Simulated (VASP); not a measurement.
# Hf (P6/mmm) in VASP: a series of runs

The runs below take Hf through single point, with PBE.

All numbers are computed with VASP 6.6.1; they aren't measurements. Logs are shortened: lines on timing, memory, paths and dates and some standing lists are left out, and cuts for length are marked.

### Step 1. The cell of the first run

The structure is hexagonal, space group P6/mmm (No. 191). The conventional cell has a = 4.780 Å, b = 4.780 Å, c = 2.975 Å, α = 90.00°, β = 90.00°, γ = 120.00°. Within 3.6 Å of Hf (site symmetry -6m2) lie 11 Hf at 2.76 to 3.14 Å. Hf (site symmetry 6/mmm) has 14 Hf at 2.98 to 3.14 Å within 3.9 Å.

### Step 2. Single point, PBE (volume scaled by 0.880)

The input, INCAR:

```
SYSTEM = Hf
ALGO = Fast ; EDIFF = 1E-7
ENCUT = 520 ; GGA = PE
ISIF = 2 ; ISMEAR = 0
LASPH = .TRUE. ; LCHARG = .TRUE.
LELF = .TRUE. ; LREAL = .FALSE.
LVHAR = .TRUE. ; LWAVE = .FALSE.
NBANDS = 22 ; NELM = 60
PREC = Accurate ; SIGMA = 0.05
```

The input, KPOINTS:

```
k-points
0
G
  10 10 14
  0 0 0
```

The input, POSCAR:

```
Hf
1.0
    4.7804381612      0.0000000000      0.0000000000
   -2.3902190806      4.1399808888      0.0000000000
    0.0000000000      0.0000000000      2.9754743538
Hf
3
Direct
    0.6666666667      0.3333333333      0.5000000000
    0.3333333333      0.6666666667      0.5000000000
    0.0000000000      0.0000000000      0.0000000000
```

Potentials or basis: VASP PAW PBE potentials, release 64 (Hf_pv).

The run is started by

```console
cat potpaw_PBE.64/Hf_pv/POTCAR > POTCAR
mpirun -np 1 vasp_std > vasp.out
```

OUTCAR:

```text
SYSTEM = Hf
   EDIFF = 1E-7
   ENCUT = 520
   GGA = PE
   ISIF = 2
   ISMEAR = 0
   LASPH = .TRUE.
   LREAL = .FALSE.
   NELM = 60
   PREC = Accurate

 ion  position               nearest neighbor table
   1  0.667  0.333  0.500-   2 2.76   2 2.76   2 2.76   3 3.14   3 3.14   3 3.14   3 3.14   3 3.14
                             3 3.14
   2  0.333  0.667  0.500-   1 2.76   1 2.76   1 2.76   3 3.14   3 3.14   3 3.14   3 3.14   3 3.14
                             3 3.14
   3  0.000  0.000  0.000-   1 3.14   2 3.14   1 3.14   2 3.14   2 3.14   2 3.14   1 3.14   1 3.14
                             1 3.14   1 3.14   2 3.14   2 3.14

  LATTYP: Found a hexagonal cell.
 ALAT       =     4.7804381612
 C/A-ratio  =     0.6224271193

  Lattice vectors:

 A1 = (   4.7804381612,   0.0000000000,   0.0000000000)
 A2 = (  -2.3902190806,   4.1399808888,   0.0000000000)
 A3 = (   0.0000000000,   0.0000000000,   2.9754743538)

Analysis of symmetry for initial positions (statically):
=====================================================================
 Subroutine PRICEL returns:
 Original cell was already a primitive cell.

 Routine SETGRP: Setting up the symmetry group for a
 hexagonal supercell.

 Subroutine GETGRP returns: Found 24 space group operations
 (whereof 24 operations were pure point group operations)
 out of a pool of 24 trial point group operations.

The static configuration has the point symmetry D_6h.

Analysis of symmetry for dynamics (positions and initial velocities):
=====================================================================
 Subroutine PRICEL returns:
 Original cell was already a primitive cell.

 Routine SETGRP: Setting up the symmetry group for a
 hexagonal supercell.

 Subroutine GETGRP returns: Found 24 space group operations
 (whereof 24 operations were pure point group operations)
 out of a pool of 24 trial point group operations.

The dynamic configuration has the point symmetry D_6h.

 Subroutine INISYM returns: Found 24 space group operations
 (whereof 24 operations are pure point group operations),
 and found     1 'primitive' translations

----------------------------------------------------------------------------------------

                                     Primitive cell

  volume of cell :      58.8874

  direct lattice vectors                    reciprocal lattice vectors
     4.780438161  0.000000000  0.000000000     0.209185846  0.120773504  0.000000000
    -2.390219081  4.139980889  0.000000000     0.000000000  0.241547009  0.000000000
     0.000000000  0.000000000  2.975474354     0.000000000  0.000000000  0.336080867

  length of vectors
     4.780438161  4.780438161  2.975474354     0.241547009  0.241547009  0.336080867

  position of ions in fractional coordinates (direct lattice)
     0.666666667  0.333333333  0.500000000
     0.333333333  0.666666667  0.500000000
     0.000000000  0.000000000  0.000000000

  ion indices of the primitive-cell ions
   primitive index   ion index
                 1           1
                 2           2
                 3           3

----------------------------------------------------------------------------------------

 KPOINTS: k-points

Automatic generation of k-mesh.
 Grid dimensions read from file:
 generate k-points for:   10   10   14

 Generating k-lattice:

  Cartesian coordinates                     Fractional coordinates (reciprocal lattice)
     0.020918585  0.012077350  0.000000000     0.100000000  0.000000000  0.000000000
     0.000000000  0.024154701  0.000000000     0.000000000  0.100000000  0.000000000
     0.000000000  0.000000000  0.024005776     0.000000000  0.000000000  0.071428571

  Length of vectors
     0.024154701  0.024154701  0.024005776

  Shift w.r.t. Gamma in fractional coordinates (k-lattice)
     0.000000000  0.000000000  0.000000000

 Subroutine IBZKPT returns following result:
 ===========================================

 Found    112 irreducible k-points:

 Following reciprocal coordinates:
            Coordinates               Weight
  0.000000  0.000000  0.000000      1.000000
  0.100000 -0.000000  0.000000      6.000000
  0.200000 -0.000000  0.000000      6.000000
  0.300000  0.000000  0.000000      6.000000
  0.400000  0.000000  0.000000      6.000000
  0.500000  0.000000  0.000000      3.000000
[... 16 lines left out ...]
  0.300000  0.100000  0.071429     24.000000
  0.400000  0.100000  0.071429     24.000000
 [... further k-points ...]
   k-points           NKPTS =    112   k-points in BZ     NKDIM =    112   number of bands    NBANDS=     22
   number of dos      NEDOS =    301   number of ions     NIONS =      3
   total plane-waves  NPLWV =  31104
   dimension x,y,z NGX =    36 NGY =   36 NGZ =   24
   dimension x,y,z NGXF=    72 NGYF=   72 NGZF=   48
   ions per type =               3
   NGX,Y,Z   is equivalent  to a cutoff of  12.52, 12.52, 13.41 a.u.
   NGXF,Y,Z  is equivalent  to a cutoff of  25.04, 25.04, 26.82 a.u.
 SYSTEM =  Hf
   PREC   = accura    normal or accurate (medium, high low for compatibility)
   ISTART =      0    job   : 0-new  1-cont  2-samecut
   ICHARG =      2    charge: 1-file 2-atom 10-const
   ISPIN  =      1    spin polarized calculation?
   LNONCOLLINEAR =      F non collinear calculations
   LSORBIT =      F    spin-orbit coupling
   LASPH  =      T    aspherical Exc in radial PAW
   ENCUT  =  520.0 eV  38.22 Ry    6.18 a.u.   8.89  8.89  5.53*2*pi/ulx,y,z
   NELM   =     60;   NELMIN=  2; NELMDL= -5     # of ELM steps
   EDIFF  = 0.1E-06   stopping-criterion for ELM
   LREAL  =      F    real-space projection
   EDIFFG = 0.1E-05   stopping-criterion for IOM
   NSW    =      0    number of steps for IOM
   IBRION =     -1    ionic relax: 0-MD 1-quasi-New 2-CG
   NFREE  =      0    steps in history (QN), initial steepest desc. (CG)
   ISIF   =      2    stress and relaxation
   ISYM   =      2    0-nonsym 1-usesym 2-fastsym
   POTIM  = 0.5000    time-step for ionic-motion
   TEBEG  =    0.0;   TEEND  =   0.0 temperature during run
   PSTRESS=    0.0 pullay stress
   NELECT =      30.0000    total number of electrons
   NUPDOWN=      -1.0000    fix difference up-down
   EMIN   =  10.00;   EMAX   =-10.00  energy-range for DOS
   EFERMI =   0.00;   METHOD = LEGACY
   ISMEAR =     0;   SIGMA  =   0.05  broadening in eV -4-tet -1-fermi 0-gaus
   EFERMI_NEDOS =   21; number of points for ismear=-14 and -15
   IALGO  =     68    algorithm
   IMIX   =      4    mixing-type and parameters
     AMIX     =   0.40;   BMIX     =  1.00
     AMIX_MAG =   1.60;   BMIX_MAG =  1.00
  volume/ion in A,a.u.               =      19.63       132.46
  Fermi-wavevector in a.u.,A,eV,Ry     =   1.307498  2.470814 23.259868  1.709552
  Thomas-Fermi vector in A             =   2.438229
   LORBIT       =      0    0 simple, 1 ext, 2 COOP (PROOUT), +10 PAW based schemes
   GGA     = PE    functional components
   LHFCALC =     F    Hartree Fock is set to
   AEXX    =    0.0000 exact exchange contribution
   IVDW    =     0    specifies the selected vdW correction
   LEPSILON=     F    determine dielectric tensor
   LRPA    =     F    only Hartree local field effects (RPA)
 non-spin polarized calculation
 RMM-DIIS sequential band-by-band and
 Gauss-broadening in eV      SIGMA  =   0.05
  energy-cutoff  :      520.00
  volume of cell :       58.89
 maximum number of plane-waves:      1607
 NGX is ok and might be reduce to    36
   NGX = 17   NGY = 17   NGZ = 11

 number of electron      30.0000000 magnetization

 Free energy of the ion-electron system (eV)
  ---------------------------------------------------
  ext. energy  EPLUGINS =         0.00000000
  ---------------------------------------------------
  free energy    TOTEN  =       -29.26883968 eV

  energy without entropy =      -29.26477706  energy(sigma->0) =      -29.26680837

 E-fermi :   5.6900     XC(G=0): -11.8925

 val. band max:        5.6796211908   @ k =   0.3000   0.2000   0.4286
 cond. band min:       5.6976362794   @ k =   0.4000   0.1000   0.2857
 fundamental gap:      0.0180150886
 Fermi energy:         5.6899666652

 k-point     1 :       0.0000    0.0000    0.0000
  band No.  band energies     occupation
      1     -24.9032      2.00000
      2     -24.9032      2.00000
      3     -24.8271      2.00000
      4     -24.8271      2.00000
      5     -24.2837      2.00000
      6     -23.9750      2.00000
[... 14 lines left out ...]
     21       8.8140      0.00000
     22       8.8179      0.00000

 k-point     2 :       0.1000   -0.0000    0.0000
  band No.  band energies     occupation
      1     -24.9931      2.00000
      2     -24.9712      2.00000
      3     -24.7328      2.00000
      4     -24.7210      2.00000
      5     -24.2762      2.00000
      6     -23.9779      2.00000
[... 14 lines left out ...]
     21       8.3426      0.00000
     22       9.4342      0.00000

 k-point     3 :       0.2000   -0.0000    0.0000
  band No.  band energies     occupation
      1     -25.0976      2.00000
      2     -25.0089      2.00000
      3     -24.6160      2.00000
      4     -24.5829      2.00000
      5     -24.2555      2.00000
      6     -23.9858      2.00000
[... 14 lines left out ...]
     21       8.4962      0.00000
     22      10.0525      0.00000

 k-point     4 :       0.3000    0.0000    0.0000
  band No.  band energies     occupation
      1     -25.1801      2.00000
      2     -24.9789      2.00000
      3     -24.5172      2.00000
      4     -24.5034      2.00000
      5     -24.2266      2.00000
      6     -24.0808      2.00000
[... 14 lines left out ...]
     21       9.1214      0.00000
     22      10.7050      0.00000

 k-point     5 :       0.4000    0.0000    0.0000
  band No.  band energies     occupation
      1     -25.2325      2.00000
      2     -24.8833      2.00000
      3     -24.5668      2.00000
      4     -24.4503      2.00000
      5     -24.1994      2.00000
      6     -24.1204      2.00000
[... 417 lines left out ...]
 k-point    22 :       0.2000    0.1000    0.0714
  band No.  band energies     occupation
      1     -25.1164      2.00000
      2     -25.0209      2.00000
      3     -24.5664      2.00000
      4     -24.4978      2.00000
      5     -24.2774      2.00000
      6     -24.0716      2.00000
[... 14 lines left out ...]
     21       8.8061      0.00000
     22      10.6404      0.00000

 k-point    23 :       0.3000    0.1000    0.0714
  band No.  band energies     occupation
      1     -25.1752      2.00000
      2     -24.9592      2.00000
      3     -24.5682      2.00000
      4     -24.4232      2.00000
      5     -24.2520      2.00000
      6     -24.1209      2.00000
[... 14 lines left out ...]
     21       9.4810      0.00000
     22       9.9853      0.00000

 k-point    24 :       0.4000    0.1000    0.0714
  band No.  band energies     occupation
      1     -25.2069      2.00000
      2     -24.8408      2.00000
      3     -24.6848      2.00000
      4     -24.3911      2.00000
      5     -24.2204      2.00000
      6     -24.1335      2.00000
[... 14 lines left out ...]
     21       9.1783      0.00000
     22      10.3167      0.00000

 [... further k-points ...]
[... 5 lines left out ...]
  --------------------------------------------------------------------------------------
  -------------------------------------------------------------------------------------
  Total        6.1486308      6.1486308      6.2547447      0.0000000      0.0000000      0.0000000
  in kB      167.2887526    167.2887526    170.1758471      0.0000000      0.0000000      0.0000000
  external PRESSURE =     168.2511174 kB  Pullay stress =       0.0000000 kB

 VOLUME and BASIS-vectors are now :
 -----------------------------------------------------------------------------
  energy-cutoff  :      520.00
  volume of cell :       58.89
      direct lattice vectors                 reciprocal lattice vectors
     4.780438161  0.000000000  0.000000000     0.209185846  0.120773504  0.000000000
    -2.390219081  4.139980889  0.000000000     0.000000000  0.241547009  0.000000000
     0.000000000  0.000000000  2.975474354     0.000000000  0.000000000  0.336080867

 POSITION                                       TOTAL-FORCE (eV/Angst)
 -----------------------------------------------------------------------------------
      2.39022      1.37999      1.48774        -0.000000      0.000000      0.000000
     -0.00000      2.75999      1.48774         0.000000     -0.000000     -0.000000
      0.00000      0.00000      0.00000        -0.000000      0.000000      0.000000
 -----------------------------------------------------------------------------------
    total drift:                                0.000000     -0.000000     -0.000000

  FREE ENERGIE OF THE ION-ELECTRON SYSTEM (eV)
  ---------------------------------------------------
  free  energy   TOTEN  =       -29.2688396773 eV

  energy  without entropy=      -29.2647770587  energy(sigma->0) =      -29.26680837
```

Run time: 81 s. Hardware: 1 thread of Intel Xeon Platinum 8488C (Sapphire Rapids), shared host; peak memory 0.25 GiB.

Results:

```
Free energy            : -29.2688 eV
Pressure               : 16.8 GPa
Band gap on the k mesh : zero (band 15 reaches 6.13 eV, above the bottom of band 16 at 5.10 eV)
```

Caveat: spin-orbit coupling is left out, which moves the levels of the heavy elements.

### Step 3. Single point, PBE (volume scaled by 1.040)

The input, INCAR:

```
SYSTEM = Hf
PREC = Accurate ; ENCUT = 520
EDIFF = 1E-6 ; ISMEAR = 0
SIGMA = 0.05 ; LREAL = .False.
LASPH = .True. ; NELM = 100
ALGO = Fast ; ISIF = 2
LWAVE = .False. ; LCHARG = .True.
GGA = PE ; LELF = .True.
LVHAR = .True. ; NBANDS = 22
```

The input, KPOINTS:

```
regular mesh
0
Gamma
  10 10 12
  0 0 0
```

The input, POSCAR:

```
Hf
1.0
    5.0593519985      0.0000000000      0.0000000000
   -2.5296759992      4.3815273574      0.0000000000
    0.0000000000      0.0000000000      3.1394422292
Hf
3
Direct
    0.6666666667      0.3333333333      0.5000000000
    0.3333333333      0.6666666667      0.5000000000
    0.0000000000      0.0000000000      0.0000000000
```

Potentials or basis: VASP PAW PBE potentials, release 64 (Hf_pv).

The run is started by

```console
cat potpaw_PBE.64/Hf_pv/POTCAR > POTCAR
mpirun -np 1 vasp_std > vasp.out
```

Wall time 2.1 min (1 thread of Intel Xeon Platinum 8488C (Sapphire Rapids), shared host); peak memory 0.26 GiB.

Results (log left out):

```
Free energy            : -29.6043 eV
Pressure               : -4.4 GPa
Band gap on the k mesh : zero (band 15 reaches 4.83 eV, above the bottom of band 16 at 3.87 eV)
```

Stress tensor (GPa, compression positive):
```
-4.41  0.00  0.00
 0.00 -4.41  0.00
 0.00  0.00 -4.24
```

Levels at points of the mesh, in eV from the Fermi level:
```tsv
k point	band 13	band 14	band 15	band 16	band 17	band 18
(0.00, 0.00, 0.00)	-0.62	-0.61	-0.59	-0.59	1.09	2.09
(0.50, 0.00, 0.00)	-0.36	-0.31	-0.27	0.25	0.86	0.89
(0.00, 0.00, 0.50)	-2.18	-1.73	-1.73	1.37	1.37	1.91
(0.50, 0.00, 0.50)	-1.24	-0.69	-0.68	0.35	0.66	1.10
```

Caveat: spin-orbit coupling is left out, which moves the levels of the heavy elements.

### Step 4. Single point, PBE (volume scaled by 0.920)

The input, INCAR:

```
  PREC = Accurate
  ENCUT = 520
  EDIFF = 1E-6
  ISMEAR = 0
  SIGMA = 0.05
  LREAL = F
  LASPH = T
  NELM = 100
  ALGO = Fast
  ISIF = 2
  LWAVE = F
  LCHARG = T
  GGA = PE
  LELF = T
  LVHAR = T
  NBANDS = 22
```

The input, KPOINTS:

```
Automatic mesh
0
Gamma
  10 10 14
```

The input, POSCAR:

```
Hf
1.0
    4.8534827331      0.0000000000      0.0000000000
   -2.4267413665      4.2032393437      0.0000000000
    0.0000000000      0.0000000000      3.0177954400
Hf
3
Direct
    0.6666666667      0.3333333333      0.5000000000
    0.3333333333      0.6666666667      0.5000000000
    0.0000000000      0.0000000000      0.0000000000
```

The run is started by

```console
cat potpaw_PBE.64/Hf_pv/POTCAR > POTCAR
mpirun -np 1 vasp_std > vasp.out
```

Run time: 90 s. Hardware: 1 thread of Intel Xeon Platinum 8488C (Sapphire Rapids), shared host; peak memory 0.25 GiB.

It converged, with:

```
Free energy            : -29.4917 eV
Pressure               : 10.0 GPa
Band gap on the k mesh : zero (band 15 reaches 5.73 eV, above the bottom of band 16 at 4.75 eV)
```

Stress tensor (GPa, compression positive):
```
 9.92  0.00  0.00
 0.00  9.92  0.00
 0.00  0.00 10.17
```

Levels at points of the mesh, in eV from the Fermi level:
```csv
k point,band 11,band 12,band 13,band 14,band 15,band 16,band 17,band 18,band 19,band 20
"(0.00, 0.00, 0.00)",-2.77,-0.63,-0.63,-0.63,-0.60,-0.60,1.15,2.24,2.24,3.02
"(0.50, 0.00, 0.00)",-4.56,-3.78,-0.58,-0.53,-0.43,0.12,0.90,1.35,1.61,3.16
"(0.00, 0.00, 0.50)",-2.84,-2.84,-2.16,-2.11,-2.11,1.43,1.43,2.20,2.20,5.61
"(0.50, 0.00, 0.50)",-3.11,-2.24,-1.61,-0.86,-0.70,0.53,0.77,1.15,1.84,3.65
```

Caveat: spin-orbit coupling is left out, which moves the levels of the heavy elements.

### Step 5. Overview

```csv
cell,k mesh,further INCAR settings,gap on the mesh (eV),pressure (GPa)
"a = 4.780, b = 4.780, c = 2.975 Å, angles 90.0, 90.0, 120.0°, 3 atoms",10 × 10 × 14,ALGO = Fast; EDIFF = 1e-07; NBANDS = 22,none,16.8
"a = 5.059, b = 5.059, c = 3.139 Å, angles 90.0, 90.0, 120.0°, 3 atoms",10 × 10 × 12,ALGO = Fast; EDIFF = 1e-06; NBANDS = 22,none,-4.4
"a = 4.853, b = 4.853, c = 3.018 Å, angles 90.0, 90.0, 120.0°, 3 atoms",10 × 10 × 14,ALGO = Fast; EDIFF = 1e-06; NBANDS = 22,none,10.0
```

Alike in all rows: task single point; level PBE; potentials or basis VASP PAW PBE potentials, release 64 (Hf_pv); no spin polarisation; cutoff (eV) 520; smearing gaussian 0.05 eV.

Caveats: spin-orbit coupling is left out, which moves the levels of the heavy elements.

Total energies depend on the potentials used, so only differences within one code and one set of settings carry meaning.
